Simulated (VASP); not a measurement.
# Ta2C (P-3m1) in VASP: a series of runs, part 2 of 2

VASP 6.6.1. Earlier steps stand in the parts before.

**5. Single point, PBEsol**

This run uses another cell than the first one: it holds 3 atoms, not 6.

Input file INCAR:

```
  ALGO = Normal
  EDIFF = 1E-6
  ENCUT = 520
  GGA = PS
  ISIF = 2
  ISMEAR = 0
  LASPH = T
  LCHARG = F
  LREAL = F
  LWAVE = F
  NBANDS = 20
  NELM = 60
  PREC = Accurate
  SIGMA = 0.1
```

Input file KPOINTS:

```
k-points
0
Gamma
  18 18 8
```

Input file POSCAR:

```
Ta2C
1.0
    3.0953006935      0.0000000000      0.0000000000
   -1.5476503468      2.6806090329      0.0000000000
    0.0000000000      0.0000000000      4.9210802998
Ta C
2 1
Direct
    0.3333333333      0.6666666667      0.2528761936
    0.6666666667      0.3333333333      0.7471238064
    0.0000000000      0.0000000000      0.0000000000
```

Potentials or basis: VASP PAW PBE potentials, release 64 (Ta_pv, C).

On the command line:

```
> cat potpaw_PBE.64/Ta_pv/POTCAR potpaw_PBE.64/C/POTCAR > POTCAR
> mpirun -np 1 vasp_std > vasp.out
```

OUTCAR:

```text
EDIFF = 1E-6
   ENCUT = 520
   GGA = PS
   ISIF = 2
   ISMEAR = 0
   LASPH = T
   LREAL = F
   NELM = 60
   PREC = Accurate

 ion  position               nearest neighbor table
   1  0.333  0.667  0.253-   3 2.18   3 2.18   3 2.18   2 3.02   2 3.02   2 3.02   2 3.06   2 3.06
                             2 3.06
   2  0.667  0.333  0.747-   3 2.18   3 2.18   3 2.18   1 3.02   1 3.02   1 3.02   1 3.06   1 3.06
                             1 3.06
   3  0.000  0.000  0.000-   1 2.18   2 2.18   2 2.18   1 2.18   2 2.18   1 2.18

  LATTYP: Found a hexagonal cell.
 ALAT       =     3.0953006935
 C/A-ratio  =     1.5898553282

  Lattice vectors:

 A1 = (   3.0953006935,   0.0000000000,   0.0000000000)
 A2 = (  -1.5476503468,   2.6806090329,   0.0000000000)
 A3 = (   0.0000000000,   0.0000000000,   4.9210802998)

Analysis of symmetry for initial positions (statically):
=====================================================================
 Subroutine PRICEL returns:
 Original cell was already a primitive cell.

 Routine SETGRP: Setting up the symmetry group for a
 hexagonal supercell.
[... 165 lines left out ...]
  free energy    TOTEN  =       -36.70498041 eV

  energy without entropy =      -36.70128511  energy(sigma->0) =      -36.70313276

 E-fermi :   6.4969     XC(G=0): -12.9427

 val. band max:        6.4903993362   @ k =   0.0000   0.1111   0.3750
 cond. band min:       6.5032557077   @ k =  -0.1667   0.3889   0.3750
 fundamental gap:      0.0128563715
 Fermi energy:         6.4969444470

 k-point     1 :       0.0000    0.0000    0.0000
  band No.  band energies     occupation
      1     -28.2880      2.00000
      2     -27.5772      2.00000
      3     -27.5772      2.00000
      4     -27.4602      2.00000
      5     -27.4602      2.00000
      6     -27.3724      2.00000
[... 541 lines left out ...]
     19      12.2738      0.00000
     20      12.7006      0.00000

 [... further k-points ...]

------------------------ aborting loop because EDIFF is reached ----------------------------------------

  FORCE on cell =-STRESS in cart. coord.  units (eV):
  Direction    XX          YY          ZZ          XY          YZ          ZX
  --------------------------------------------------------------------------------------
  -------------------------------------------------------------------------------------
  Total        0.1323798      0.1323798      0.1137590     -0.0000000      0.0000000      0.0000000
  in kB        5.1944009      5.1944009      4.4637452     -0.0000000      0.0000000      0.0000000
  external PRESSURE =       4.9508490 kB  Pullay stress =       0.0000000 kB

 VOLUME and BASIS-vectors are now :
 -----------------------------------------------------------------------------
  energy-cutoff  :      520.00
  volume of cell :       40.83
      direct lattice vectors                 reciprocal lattice vectors
     3.095300694  0.000000000  0.000000000     0.323070389  0.186524776  0.000000000
    -1.547650347  2.680609033  0.000000000     0.000000000  0.373049552  0.000000000
     0.000000000  0.000000000  4.921080300     0.000000000  0.000000000  0.203207414

 POSITION                                       TOTAL-FORCE (eV/Angst)
 -----------------------------------------------------------------------------------
     -0.00000      1.78707      1.24442         0.000000      0.000000      0.046973
      1.54765      0.89354      3.67666        -0.000000     -0.000000     -0.046973
      0.00000      0.00000      0.00000        -0.000000      0.000000      0.000000
 -----------------------------------------------------------------------------------
    total drift:                               -0.000000      0.000000     -0.000000

  FREE ENERGIE OF THE ION-ELECTRON SYSTEM (eV)
  ---------------------------------------------------
  free  energy   TOTEN  =       -36.7049804100 eV

  energy  without entropy=      -36.7012851082  energy(sigma->0) =      -36.70313276
```

OSZICAR:

```text
N       E                     dE             d eps       ncg     rms          rms(c)
DAV:   1     0.196808251673E+03    0.19681E+03   -0.14877E+04 10640   0.136E+03
DAV:   2    -0.325884541783E+02   -0.22940E+03   -0.22408E+03 12112   0.379E+02
DAV:   3    -0.405477452559E+02   -0.79593E+01   -0.78529E+01 13452   0.634E+01
DAV:   4    -0.406390836003E+02   -0.91338E-01   -0.91104E-01 13080   0.668E+00
DAV:   5    -0.406398952546E+02   -0.81165E-03   -0.81146E-03 13220   0.588E-01    0.286E+01
DAV:   6    -0.369573621863E+02    0.36825E+01   -0.17124E+01 13368   0.237E+01    0.122E+01
DAV:   7    -0.367534957784E+02    0.20387E+00   -0.13891E+00 11944   0.731E+00    0.580E+00
DAV:   8    -0.367096190558E+02    0.43877E-01   -0.17664E-01 12740   0.281E+00    0.520E-01
DAV:   9    -0.367053824766E+02    0.42366E-02   -0.21382E-02 13184   0.891E-01    0.189E-01
DAV:  10    -0.367050364961E+02    0.34598E-03   -0.32053E-03 13688   0.446E-01    0.548E-02
DAV:  11    -0.367049807726E+02    0.55723E-04   -0.36589E-04 12524   0.120E-01    0.270E-02
DAV:  12    -0.367049806872E+02    0.85378E-07   -0.23695E-05 12420   0.362E-02    0.689E-03
DAV:  13    -0.367049804100E+02    0.27723E-06   -0.40349E-06 12104   0.127E-02
   1 F= -.36704980E+02 E0= -.36703133E+02  d E =-.369530E-02
```

Run time: 4.2 min. Hardware: 1 thread of Intel Xeon 8259CL, shared host; peak memory 0.32 GiB.

What came out:

- Free energy: -36.7050 eV
- Pressure: 0.5 GPa
- Largest force: 0.047 eV/Å
- Band gap on the k mesh: zero (bands 13 and 14 overlap by 0.80 eV)

Forces in eV/Å, atoms in the order of the input:
```
Ta   0.000  0.000  0.047
Ta   0.000  0.000 -0.047
C    0.000  0.000  0.000
```

Caveat: the PAW data sets were made with another functional, which shifts forces and pressure a little; spin-orbit coupling is left out, which moves the levels of the heavy elements.

**6. Summary**

| cell | k mesh | smearing | gap on the mesh (eV) | pressure (GPa) | largest force (eV/Å) |
| --- | --- | --- | --- | --- | --- |
| a = 3.095, b = 3.095, c = 9.842 Å, angles 90.0, 90.0, 60.0°, 6 atoms, atomic positions A | 17 × 17 × 5 | gaussian 0.15 eV | none | 0.5 | 0.06 |
| a = 3.060, b = 3.060, c = 4.866 Å, angles 90.0, 90.0, 120.0°, 3 atoms, atomic positions B | 18 × 18 × 8 | fermi-dirac 0.15 eV | none | 10.6 | 0.05 |
| a = 3.075, b = 3.075, c = 4.888 Å, angles 90.0, 90.0, 120.0°, 3 atoms, atomic positions C | 18 × 18 × 8 | fermi-dirac 0.15 eV | none | 6.3 | 0.05 |
| a = 3.095, b = 3.095, c = 4.921 Å, angles 90.0, 90.0, 120.0°, 3 atoms, atomic positions D | 18 × 18 × 8 | gaussian 0.1 eV | none | 0.5 | 0.05 |

Alike in all rows: task single point; level PBEsol; potentials or basis VASP PAW PBE potentials, release 64 (Ta_pv, C); no spin polarisation; cutoff (eV) 520.

Caveats: the PAW data sets were made with another functional, which shifts forces and pressure a little; spin-orbit coupling is left out, which moves the levels of the heavy elements; the cell stands under pressure (at least some runs).

Total energies depend on the potentials used, so only differences within one code and one set of settings carry meaning.
